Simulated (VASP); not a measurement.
A run of VASP 6.6.1:

INCAR

```
PREC = Accurate ; ENCUT = 520
EDIFF = 1E-6 ; ISMEAR = -1
SIGMA = 0.08 ; LREAL = F
LASPH = T ; NELM = 60
ALGO = Normal ; ISIF = 2
LWAVE = F ; LCHARG = F
GGA = PE ; NBANDS = 7
```

The input KPOINTS:

```
regular mesh
0
Gamma
  16 16 16
```

POSCAR

```
Mg
1.0
    0.0000000000      2.0994291310      2.0994291310
    2.0994291310      0.0000000000      2.0994291310
    2.0994291310      2.0994291310      0.0000000000
Mg
1
Direct
    0.0000000000      0.0000000000      0.0000000000
```

Potentials or basis: VASP PAW PBE potentials, release 64 (Mg).

Command:

```console
$ cat potpaw_PBE.64/Mg/POTCAR > POTCAR
$ mpirun -np 1 vasp_std > vasp.out
```

Hardware: 1 thread of Intel Xeon 8259CL, on a shared host.

**Question.** Estimate the wall time of this run.

**Answer.** It took 25 s on 1 thread of Intel Xeon 8259CL (shared host), peak memory 0.15 GiB. Counts: scf iterations 9, k points 145.
